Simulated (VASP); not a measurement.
# FeCuSO (P4/nmm) in VASP: single point with PBE+U

Aim: the single point of FeCuSO with PBE+U.

Program: VASP 6.6.1. These are calculated values, not measurements. Logs are shortened: lines on timing, memory, paths and dates and some standing lists are left out, and cuts for length are marked.

## 1. The cell of the first run

Symmetry: P4/nmm, No. 129, tetragonal system. Conventional cell: a = 3.881 Å, b = 3.881 Å, c = 8.779 Å, α = 90.00°, β = 90.00°, γ = 90.00°. Cu (site symmetry -4m2) has 4 S at 2.37 Å and 4 Cu at 2.74 Å within 3.1 Å. S (site symmetry 4mm) has 4 Cu at 2.37 Å within 3.1 Å. Within 2.8 Å of Fe (site symmetry -4m2) lie 4 O at 2.05 Å and 4 Fe at 2.74 Å. O (site symmetry 4mm) has 4 Fe at 2.05 Å within 2.7 Å.

## 2. Single point, PBE+U, collinear spin, ferromagnetic start

Input file INCAR:

```
ALGO = Normal
EDIFF = 1E-6
ENCUT = 600
GGA = PE
GGA_COMPAT = F
ISIF = 2
ISMEAR = 0
ISPIN = 2
ISYM = 0
KPAR = 4
LASPH = T
LCHARG = F
LDAU = T
LDAUJ = 0 0 0 0
LDAUL = 2 -1 2 -1
LDAUPRINT = 1
LDAUTYPE = 2
LDAUU = 4.8 0 2.13 0
LMAXMIX = 4
LORBIT = 11
LREAL = F
LWAVE = F
MAGMOM = 1 1 0 0 4 4 0 0
NBANDS = 45
NELM = 200
PREC = Accurate
SIGMA = 0.0912
```

Input file KPOINTS:

```
k-points
0
Gamma
  6 6 3
```

Input file POSCAR:

```
FeCuSO
1.0
    3.8810151900      0.0000000000      0.0000000000
    0.0000000000      3.8810151900      0.0000000000
    0.0000000000      0.0000000000      8.7787164200
Cu S Fe O
2 2 2 2
Direct
    0.7500000000      0.2500000000      0.5000000000
    0.2500000000      0.7500000000      0.5000000000
    0.2500000000      0.2500000000      0.3442000000
    0.7500000000      0.7500000000      0.6558000000
    0.2500000000      0.7500000000      0.0000000000
    0.7500000000      0.2500000000      0.0000000000
    0.2500000000      0.2500000000      0.9256000000
    0.7500000000      0.7500000000      0.0744000000
```

Potentials or basis: VASP PAW PBE potentials, release 64 (Cu, S, Fe, O).

Command:

```sh
$ cat potpaw_PBE.64/Cu/POTCAR potpaw_PBE.64/S/POTCAR potpaw_PBE.64/Fe/POTCAR potpaw_PBE.64/O/POTCAR > POTCAR
$ mpirun -np 4 vasp_std > vasp.out
```

OUTCAR:

```text
EDIFF = 1E-6
   ENCUT = 600
   GGA = PE
   ISIF = 2
   ISMEAR = 0
   ISPIN = 2
   ISYM = 0
   LASPH = T
   LORBIT = 11
   LREAL = F
   NELM = 200
   PREC = Accurate

 ion  position               nearest neighbor table
   1  0.750  0.250  0.500-   3 2.37   4 2.37   4 2.37   3 2.37   2 2.74   2 2.74   2 2.74   2 2.74

   2  0.250  0.750  0.500-   3 2.37   4 2.37   3 2.37   4 2.37   1 2.74   1 2.74   1 2.74   1 2.74

   3  0.250  0.250  0.344-   1 2.37   2 2.37   2 2.37   1 2.37
   4  0.750  0.750  0.656-   1 2.37   2 2.37   1 2.37   2 2.37
   5  0.250  0.750  0.000-   7 2.05   8 2.05   7 2.05   8 2.05   6 2.74   6 2.74   6 2.74   6 2.74

   6  0.750  0.250  0.000-   7 2.05   8 2.05   8 2.05   7 2.05   5 2.74   5 2.74   5 2.74   5 2.74

   7  0.250  0.250  0.926-   5 2.05   6 2.05   5 2.05   6 2.05
   8  0.750  0.750  0.074-   5 2.05   6 2.05   6 2.05   5 2.05

IMPORTANT INFORMATION: All symmetrisations will be switched off!
NOSYMM: (Re-)initialisation of all symmetry stuff for point group C_1.

----------------------------------------------------------------------------------------

                                     Primitive cell

  volume of cell :     132.2275

  direct lattice vectors                    reciprocal lattice vectors
     3.881015190  0.000000000  0.000000000     0.257664542  0.000000000  0.000000000
     0.000000000  3.881015190  0.000000000     0.000000000  0.257664542  0.000000000
     0.000000000  0.000000000  8.778716420     0.000000000  0.000000000  0.113911870

  length of vectors
     3.881015190  3.881015190  8.778716420     0.257664542  0.257664542  0.113911870

  position of ions in fractional coordinates (direct lattice)
     0.750000000  0.250000000  0.500000000
     0.250000000  0.750000000  0.500000000
     0.250000000  0.250000000  0.344200000
     0.750000000  0.750000000  0.655800000
     0.250000000  0.750000000  0.000000000
     0.750000000  0.250000000  0.000000000
     0.250000000  0.250000000  0.925600000
     0.750000000  0.750000000  0.074400000

  ion indices of the primitive-cell ions
   primitive index   ion index
                 1           1
                 2           2
                 3           3
                 4           4
                 5           5
                 6           6
                 7           7
                 8           8

----------------------------------------------------------------------------------------

 KPOINTS: k-points

Automatic generation of k-mesh.
 Grid dimensions read from file:
 generate k-points for:    6    6    3

 Generating k-lattice:

  Cartesian coordinates                     Fractional coordinates (reciprocal lattice)
     0.042944090  0.000000000  0.000000000     0.166666667  0.000000000  0.000000000
     0.000000000  0.042944090  0.000000000     0.000000000  0.166666667  0.000000000
     0.000000000  0.000000000  0.037970623     0.000000000  0.000000000  0.333333333

  Length of vectors
     0.042944090  0.042944090  0.037970623

  Shift w.r.t. Gamma in fractional coordinates (k-lattice)
     0.000000000  0.000000000  0.000000000

 Subroutine IBZKPT returns following result:
 ===========================================

 Found     56 irreducible k-points:

 Following reciprocal coordinates:
            Coordinates               Weight
  0.000000  0.000000  0.000000      1.000000
  0.166667  0.000000  0.000000      2.000000
  0.000000  0.166667  0.000000      2.000000
  0.333333  0.000000  0.000000      2.000000
  0.000000  0.333333  0.000000      2.000000
  0.500000  0.000000  0.000000      1.000000
[... 16 lines left out ...]
  0.000000  0.166667  0.333333      2.000000
 -0.166667  0.000000  0.333333      2.000000
 [... further k-points ...]
   k-points           NKPTS =     56   k-points in BZ     NKDIM =     56   number of bands    NBANDS=     45
   number of dos      NEDOS =    301   number of ions     NIONS =      8
   total plane-waves  NPLWV =  71680
   dimension x,y,z NGX =    32 NGY =   32 NGZ =   70
   dimension x,y,z NGXF=    64 NGYF=   64 NGZF=  140
   ions per type =               2   2   2   2
   NGX,Y,Z   is equivalent  to a cutoff of  13.71, 13.71, 13.26 a.u.
   NGXF,Y,Z  is equivalent  to a cutoff of  27.41, 27.41, 26.51 a.u.
 SYSTEM =  unknown system
   PREC   = accura    normal or accurate (medium, high low for compatibility)
   ISTART =      0    job   : 0-new  1-cont  2-samecut
   ICHARG =      2    charge: 1-file 2-atom 10-const
   ISPIN  =      2    spin polarized calculation?
   LNONCOLLINEAR =      F non collinear calculations
   LSORBIT =      F    spin-orbit coupling
   LASPH  =      T    aspherical Exc in radial PAW
   ENCUT  =  600.0 eV  44.10 Ry    6.64 a.u.   7.75  7.75 17.53*2*pi/ulx,y,z
   NELM   =    200;   NELMIN=  2; NELMDL= -5     # of ELM steps
   EDIFF  = 0.1E-05   stopping-criterion for ELM
   LREAL  =      F    real-space projection
   EDIFFG = 0.1E-04   stopping-criterion for IOM
   NSW    =      0    number of steps for IOM
   IBRION =     -1    ionic relax: 0-MD 1-quasi-New 2-CG
   NFREE  =      0    steps in history (QN), initial steepest desc. (CG)
   ISIF   =      2    stress and relaxation
   ISYM   =      0    0-nonsym 1-usesym 2-fastsym
   POTIM  = 0.5000    time-step for ionic-motion
   TEBEG  =    0.0;   TEEND  =   0.0 temperature during run
   PSTRESS=    0.0 pullay stress
   NELECT =      62.0000    total number of electrons
   NUPDOWN=      -1.0000    fix difference up-down
   EMIN   =  10.00;   EMAX   =-10.00  energy-range for DOS
   EFERMI =   0.00;   METHOD = LEGACY
   ISMEAR =     0;   SIGMA  =   0.09  broadening in eV -4-tet -1-fermi 0-gaus
   EFERMI_NEDOS =   21; number of points for ismear=-14 and -15
   IALGO  =     38    algorithm
   IMIX   =      4    mixing-type and parameters
     AMIX     =   0.40;   BMIX     =  1.00
     AMIX_MAG =   1.60;   BMIX_MAG =  1.00
  volume/ion in A,a.u.               =      16.53       111.54
  Fermi-wavevector in a.u.,A,eV,Ry     =   1.271837  2.403424 22.008371  1.617570
  Thomas-Fermi vector in A             =   2.404748
   LORBIT       =     11    0 simple, 1 ext, 2 COOP (PROOUT), +10 PAW based schemes
 LDA+U is selected, type is set to LDAUTYPE =  2
   angular momentum for each species LDAUL =     2   -1    2   -1
   U (eV)           for each species LDAUU =   4.8  0.0  2.1  0.0
   J (eV)           for each species LDAUJ =   0.0  0.0  0.0  0.0
   GGA     = PE    functional components
   LHFCALC =     F    Hartree Fock is set to
   AEXX    =    0.0000 exact exchange contribution
   IVDW    =     0    specifies the selected vdW correction
   LEPSILON=     F    determine dielectric tensor
   LRPA    =     F    only Hartree local field effects (RPA)
 spin polarized calculation
 Gauss-broadening in eV      SIGMA  =   0.09
  energy-cutoff  :      600.00
  volume of cell :      132.23
 maximum number of plane-waves:      4448
   NGX = 15   NGY = 15   NGZ = 35

 number of electron      61.9999976 magnetization      10.0000066

atom =   1  type =  1  l = 2

 onsite density matrix

spin component  1

  0.9500  0.0000  0.0000  0.0000 -0.0000
  0.0000  0.9253  0.0000 -0.0000  0.0000
  0.0000  0.0000  0.9544 -0.0000 -0.0000
  0.0000 -0.0000 -0.0000  0.9253 -0.0000
 -0.0000  0.0000 -0.0000 -0.0000  0.9579

spin component  2

  0.9431 -0.0000  0.0000 -0.0000 -0.0000
 -0.0000  0.9128  0.0000  0.0000 -0.0000
  0.0000  0.0000  0.9476  0.0000  0.0000
 -0.0000  0.0000  0.0000  0.9128  0.0000
 -0.0000 -0.0000  0.0000  0.0000  0.9305
[... 100 lines left out ...]
 occupancies and eigenvectors

  o =  0.1344  v =  0.0000  0.0000  0.0000  0.0000  0.0000 -0.0000  0.3253 -0.0001 -0.9456 -0.0000      0.0000  0.0000  0.0000  0.0000  0.0000  0.0000  0.0000  0.0000  0.0000  0.0000
  o =  0.1344  v =  0.0000  0.0000  0.0000  0.0000  0.0000 -0.0000  0.9456  0.0000  0.3253  0.0000      0.0000  0.0000  0.0000  0.0000  0.0000  0.0000  0.0000  0.0000  0.0000  0.0000
  o =  0.2001  v =  0.0000  0.0000  0.0000  0.0000  0.0000 -0.0000  0.0000 -0.0008 -0.0000  1.0000      0.0000  0.0000  0.0000  0.0000  0.0000  0.0000  0.0000  0.0000  0.0000  0.0000
  o =  0.2141  v =  0.0000  0.0000  0.0000  0.0000  0.0000 -0.0001 -0.0000  1.0000 -0.0001  0.0008      0.0000  0.0000  0.0000  0.0000  0.0000  0.0000  0.0000  0.0000  0.0000  0.0000
  o =  0.4368  v =  0.0000  0.0000  0.0000  0.0000  0.0000 -1.0000 -0.0000 -0.0001 -0.0000 -0.0000      0.0000  0.0000  0.0000  0.0000  0.0000  0.0000  0.0000  0.0000  0.0000  0.0000
  o =  0.9610  v = -0.0006 -0.0000 -1.0000 -0.0001 -0.0000  0.0000  0.0000  0.0000  0.0000  0.0000      0.0000  0.0000  0.0000  0.0000  0.0000  0.0000  0.0000  0.0000  0.0000  0.0000
  o =  0.9697  v =  1.0000 -0.0038 -0.0006 -0.0011 -0.0000  0.0000  0.0000  0.0000  0.0000  0.0000      0.0000  0.0000  0.0000  0.0000  0.0000  0.0000  0.0000  0.0000  0.0000  0.0000
  o =  0.9698  v = -0.0036 -0.7375  0.0001 -0.6754 -0.0000  0.0000  0.0000  0.0000  0.0000  0.0000      0.0000  0.0000  0.0000  0.0000  0.0000  0.0000  0.0000  0.0000  0.0000  0.0000
  o =  0.9698  v =  0.0017  0.6754  0.0000 -0.7375 -0.0000  0.0000  0.0000  0.0000  0.0000  0.0000      0.0000  0.0000  0.0000  0.0000  0.0000  0.0000  0.0000  0.0000  0.0000  0.0000
  o =  1.0101  v =  0.0000  0.0000 -0.0000 -0.0000  1.0000  0.0000  0.0000  0.0000  0.0000  0.0000      0.0000  0.0000  0.0000  0.0000  0.0000  0.0000  0.0000  0.0000  0.0000  0.0000

 number of electron      61.9999978 magnetization       8.9240991

 Free energy of the ion-electron system (eV)
  ---------------------------------------------------
  ext. energy  EPLUGINS =         0.00000000
  ---------------------------------------------------
  free energy    TOTEN  =       -39.93051651 eV

  energy without entropy =      -39.90900402  energy(sigma->0) =      -39.91976026

 E-fermi :   3.0336     XC(G=0):  -9.8454

 val. band max:        3.0196615164   @ k =   0.1667   0.0000   0.0000
 cond. band min:       3.0363468470   @ k =   0.5000   0.5000   0.0000
 fundamental gap:      0.0166853305
 Fermi energy:         3.0335696507

 spin component 1

 k-point     1 :       0.0000    0.0000    0.0000
  band No.  band energies     occupation
      1     -16.3376      1.00000
      2     -15.7827      1.00000
      3      -9.7590      1.00000
      4      -9.0374      1.00000
      5      -3.6173      1.00000
      6      -3.6172      1.00000
[... 2201 lines left out ...]
     42      10.1572      0.00000
     43      10.5314      0.00000

 [... further k-points ...]

 [bands above 43 left out]

------------------------ aborting loop because EDIFF is reached ----------------------------------------

  FORCE on cell =-STRESS in cart. coord.  units (eV):
  Direction    XX          YY          ZZ          XY          YZ          ZX
  --------------------------------------------------------------------------------------
  -------------------------------------------------------------------------------------
  Total       -4.3950629     -4.3952152     -4.7596103     -0.0000698      0.0000040      0.0000124
  in kB      -53.2542126    -53.2560582    -57.6713709     -0.0008462      0.0000482      0.0001505
  external PRESSURE =     -54.7272139 kB  Pullay stress =       0.0000000 kB

 VOLUME and BASIS-vectors are now :
 -----------------------------------------------------------------------------
  energy-cutoff  :      600.00
  volume of cell :      132.23
      direct lattice vectors                 reciprocal lattice vectors
     3.881015190  0.000000000  0.000000000     0.257664542  0.000000000  0.000000000
     0.000000000  3.881015190  0.000000000     0.000000000  0.257664542  0.000000000
     0.000000000  0.000000000  8.778716420     0.000000000  0.000000000  0.113911870

 POSITION                                       TOTAL-FORCE (eV/Angst)
 -----------------------------------------------------------------------------------
      2.91076      0.97025      4.38936         0.000000      0.000000     -0.000003
      0.97025      2.91076      4.38936         0.000001     -0.000000      0.000004
      0.97025      0.97025      3.02163        -0.000001     -0.000000      0.299254
      2.91076      2.91076      5.75708         0.000001      0.000002     -0.299253
      0.97025      2.91076      0.00000         0.000010     -0.000001     -0.000013
      2.91076      0.97025      0.00000        -0.000010      0.000002      0.000013
      0.97025      0.97025      8.12558        -0.000004     -0.000001      0.610946
      2.91076      2.91076      0.65314         0.000004     -0.000001     -0.610947
 -----------------------------------------------------------------------------------
    total drift:                               -0.000002     -0.000000     -0.000002

  FREE ENERGIE OF THE ION-ELECTRON SYSTEM (eV)
  ---------------------------------------------------
  free  energy   TOTEN  =       -39.9305165072 eV

  energy  without entropy=      -39.9090040210  energy(sigma->0) =      -39.91976026

 total charge

# of ion       s       p       d       tot
------------------------------------------
    1        0.348   0.335   9.338  10.021
    2        0.348   0.335   9.338  10.021
    3        1.344   2.290   0.000   3.634
    4        1.344   2.290   0.000   3.634
    5        0.324   0.390   5.979   6.694
    6        0.324   0.390   5.979   6.694
    7        1.558   3.410   0.000   4.968
    8        1.558   3.410   0.000   4.968
--------------------------------------------------
tot          7.150  12.849  30.634  50.633

 magnetization (x)

# of ion       s       p       d       tot
------------------------------------------
    1       -0.001   0.007   0.066   0.072
    2       -0.001   0.007   0.066   0.072
    3        0.003   0.103   0.000   0.106
    4        0.003   0.103   0.000   0.106
    5        0.034   0.027   3.759   3.820
    6        0.034   0.027   3.759   3.820
    7        0.019   0.295   0.000   0.314
    8        0.019   0.295   0.000   0.314
--------------------------------------------------
tot          0.109   0.863   7.650   8.622
```

Wall time 16 min (4 MPI ranks of AMD EPYC 7R43 (Zen 3), shared host); peak memory 0.71 GiB.

What came out:

```
Free energy                                           : -39.9305 eV
Pressure                                              : -5.5 GPa
Largest force                                         : 0.611 eV/Å
Net moment                                            : 8.92 μB per cell
Site moments                                          : Cu +0.07; S +0.11; Fe +3.82; O +0.31 μB
Valence electrons inside the program's atomic spheres : Cu 10.02; S 3.63; Fe 6.69; O 4.97
```

Forces in eV/Å, atoms in the order of the input:
```
Cu   0.000  0.000  0.000
Cu   0.000  0.000  0.000
S    0.000  0.000  0.299
S    0.000  0.000 -0.299
Fe   0.000  0.000  0.000
Fe   0.000  0.000  0.000
O    0.000  0.000  0.611
O    0.000  0.000 -0.611
```

Levels at points of the mesh, in eV from the Fermi level:
Spin up:
| k point | band 33 | band 34 | band 35 | band 36 | band 37 | band 38 | band 39 | band 40 |
| --- | --- | --- | --- | --- | --- | --- | --- | --- |
| (0.00, 0.00, 0.00) | -1.32 | -0.04 | 0.53 | 0.53 | 1.43 | 4.61 | 4.78 | 4.83 |
| (0.50, 0.00, 0.00) | -0.43 | -0.43 | 0.01 | 0.01 | 4.07 | 4.07 | 5.05 | 5.05 |
| (0.00, 0.50, 0.00) | -0.43 | -0.43 | 0.01 | 0.01 | 4.07 | 4.07 | 5.05 | 5.05 |
| (0.50, 0.50, 0.00) | -1.57 | -1.57 | -1.24 | -1.24 | 4.67 | 4.67 | 5.54 | 5.54 |
Spin down:
| k point | band 24 | band 25 | band 26 | band 27 | band 28 | band 29 |
| --- | --- | --- | --- | --- | --- | --- |
| (0.00, 0.00, 0.00) | -1.21 | 0.15 | 0.39 | 0.64 | 0.64 | 0.64 |
| (0.50, 0.00, 0.00) | -0.65 | -0.45 | -0.45 | 0.15 | 0.15 | 0.44 |
| (0.00, 0.50, 0.00) | -0.65 | -0.45 | -0.45 | 0.15 | 0.15 | 0.44 |
| (0.50, 0.50, 0.00) | -1.61 | -1.51 | -1.51 | 0.00 | 0.00 | 0.48 |

Eigenvalues of the final occupation matrices:
```
    site  spin  trace               eigenvalues
site 1 d     1   4.71  0.93 0.93 0.95 0.95 0.96
site 1 d     2   4.65  0.91 0.91 0.93 0.94 0.95
site 2 d     1   4.71  0.93 0.93 0.95 0.95 0.96
site 2 d     2   4.65  0.91 0.91 0.93 0.94 0.95
site 5 d     1   4.88  0.96 0.97 0.97 0.97 1.01
site 5 d     2   1.12  0.13 0.13 0.20 0.21 0.44
site 6 d     1   4.88  0.96 0.97 0.97 0.97 1.01
site 6 d     2   1.12  0.13 0.13 0.20 0.21 0.44
```

Caveat: the cell stands under tension; only a ferromagnetic start was run, and an antiferromagnetic order may lie lower in energy. The state reached can hang on the start; a lower one may exist.
